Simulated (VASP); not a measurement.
The system is Sb.

```
Sb
1.0
    -1.54436    1.54436    2.65658
     1.54436   -1.54436    2.65658
     1.54436    1.54436   -2.65658
Sb
1
Direct
  0.00000 0.00000 0.00000
```

This cell differs from its parent crystal: volume scaled by 0.94.

Base run:

- Program: VASP 6.6.1
- Functional: PBEsol
- Potentials or basis: VASP PAW PBE potentials, release 64 (Sb)
- Cutoff: 520 eV
- k mesh: 12 × 12 × 12
- Occupations: fermi-dirac, width 0.05 eV
- Spin: no spin polarisation

Its results: pressure 3.2 GPa.

Question: After a change of settings the same cell gave: pressure 5.9 GPa. Which change was it?
A. functional from PBEsol to r2SCAN
B. occupations from fermi-dirac, width 0.05 eV to gaussian, width 0.01 eV; dispersion from none to D4
C. functional from PBEsol to LDA; potentials or basis from VASP PAW PBE potentials, release 64 (Sb) to VASP PAW LDA potentials, release 64 (Sb)

Answer: A.

Caveats: the PAW data sets were made with another functional, which shifts forces and pressure a little.
